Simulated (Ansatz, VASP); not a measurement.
## BaTiO3: VASP beside Ansatz

The input INCAR:

```
SYSTEM = BaTiO3
PREC     = Accurate       ! precision mode
ENCUT    = 520            ! plane-wave cutoff, eV
EDIFF    = 1E-7           ! SCF threshold, eV
ISMEAR   = -1             ! smearing method
SIGMA    = 0.02           ! smearing width, eV
LREAL    = .False.        ! projectors in reciprocal space
LASPH    = .True.         ! aspherical terms in the spheres
NELM     = 80             ! most SCF steps
ALGO     = Normal         ! electronic algorithm
ISIF     = 2              ! what is computed and relaxed
LWAVE    = .False.        ! write WAVECAR
LCHARG   = .False.        ! write CHGCAR
GGA      = PE             ! functional
NBANDS   = 28             ! bands
```

Contents of KPOINTS:

```
regular mesh
0
Gamma
  6 6 6
  0 0 0
```

The input POSCAR:

```
BaTiO3
1.0
    3.9723669980      0.0000000000      0.0000000000
    0.0000000000      3.9723669980      0.0000000000
    0.0000000000      0.0000000000      4.1122280131
Ba Ti O
1 1 3
Direct
    0.0000000000      0.0000000000     -0.0043575938
    0.5000000000      0.5000000000      0.4775259965
    0.5000000000      0.5000000000      0.0345448926
    0.5000000000      0.0000000000      0.5176433524
    0.0000000000      0.5000000000      0.5176433524
```

Input for Ansatz:

```yaml
crystal:
  lattice:
    - [3.972366998, 0.0, 0.0]
    - [0.0, 3.972366998, 0.0]
    - [0.0, 0.0, 4.1122280131]
  atoms:
    - { symbol: Ba, position: [0.0, 0.0, -0.0043575938] }
    - { symbol: Ti, position: [0.5, 0.5, 0.4775259965] }
    - { symbol: O, position: [0.5, 0.5, 0.0345448926] }
    - { symbol: O, position: [0.5, 0.0, 0.5176433524] }
    - { symbol: O, position: [0.0, 0.5, 0.5176433524] }
kpoints:
  mp_grid: { grid: [6, 6, 6] }
  band_path:
    path:
      - [[0.0, 0.0, 0.0], [3.86902473503e-117, 0.5, 2.233243009323e-68], [0.5, 0.5, 3.78167410805e-33], [0.0, 0.0, 0.0], [1.971480475153e-49, -1.509756161323e-84, 0.5], [1.971480475153e-49, 0.5, 0.5], [0.5, 0.5, 0.5], [1.971480475153e-49, -1.509756161323e-84, 0.5]]
      - [[3.86902473503e-117, 0.5, 2.233243009323e-68], [1.971480475153e-49, 0.5, 0.5]]
      - [[0.5, 0.5, 3.78167410805e-33], [0.5, 0.5, 0.5]]
    npoints: 10
hamiltonian:
  xc: pbe
scf:
  occupations: { method: fermi_dirac, width: 0.02 }
  n_extra_bands: 5
output:
  forces: true
  stress: true
  eigenvalues: true
```

Alike in both runs: task single point; functional PBE; k mesh 6 × 6 × 6; occupations fermi-dirac, width 0.02 eV; no spin polarisation.

|  | VASP | Ansatz |
| --- | --- | --- |
| version | VASP 6.6.1 | Ansatz 0.2.0 |
| potentials or method | VASP PAW PBE potentials, release 64 (Ba_sv, Ti_sv, O) | plane waves, PAW |
| plane-wave cutoff (eV) | 520 | 420 |
| valence electrons in the cell | 40 | 40 |

Ansatz gave:

* gap on the k mesh at the Fermi level (eV): 1.87
* pressure (GPa): 3.2
* traceless stress, the component that is largest in VASP (GPa): 0.10
* rms of the force components (eV/Å): 0.039

**Question.** Estimate VASP's values.

**Answer.** gap on the k mesh at the Fermi level (eV): 1.81; pressure (GPa): 4.9; traceless stress, the component that is largest in VASP (GPa): 0.13; rms of the force components (eV/Å): 0.063.

Atom by atom the forces differ by 0.029 eV/Å (rms over components). The functional is the same, so the differences come from potentials, cutoffs and numerics.

Neither program's run includes spin-orbit coupling.
